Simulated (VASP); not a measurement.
LaAg4, 10 atoms in the cell. It takes space group Cmcm (No. 63, orthorhombic). Conventional cell: a = 6.760 Å, b = 10.996 Å, c = 6.528 Å, α = 90.00°, β = 90.00°, γ = 90.00°. La (site symmetry m2m) has 18 Ag at 3.51 to 4.55 Å within 4.6 Å. Ag (site symmetry m2m) has 5 Ag at 2.66 to 2.74 Å within 3.5 Å. Within 3.5 Å of Ag (site symmetry m2m) lie 5 Ag at 2.66 to 2.78 Å. Ag (site symmetry 2) has 7 Ag at 2.74 to 3.26 Å and 2 La at 3.60 Å within 3.6 Å. 

```yaml
Program: VASP 6.6.1
Task: single point
Functional: r2SCAN
Potentials_or_basis: VASP PAW PBE potentials, release 64 (La, Ag)
Cutoff: 520 eV
k_mesh: 3 × 3 × 3
Occupations: gaussian, width 0.0976 eV
Spin: no spin polarisation
Dipole_correction: no
Further_INCAR_settings: ALGO = Normal; EDIFF = 1e-06; NBANDS = 66
```

Potentials or basis: VASP PAW PBE potentials, release 64 (La, Ag).

Launch:

```bash
$ cat potpaw_PBE.64/La/POTCAR potpaw_PBE.64/Ag/POTCAR > POTCAR
$ cp INCAR.step1 INCAR
$ mpirun -np 1 vasp_std > vasp.out
$ cp INCAR.step2 INCAR
$ mpirun -np 1 vasp_std > vasp.out
```

Hardware: 1 thread of Intel(R) Xeon(R) Platinum 8259CL CPU @ 2.50GHz (Skylake/Cascade Lake), with other jobs on the host.

**Question.** Estimate the wall time of this run.

**Answer.** Wall time 17 min on 1 thread of Intel(R) Xeon(R) Platinum 8259CL CPU @ 2.50GHz (Skylake/Cascade Lake) (shared host), peak memory 0.43 GiB. Counts: k points 8.
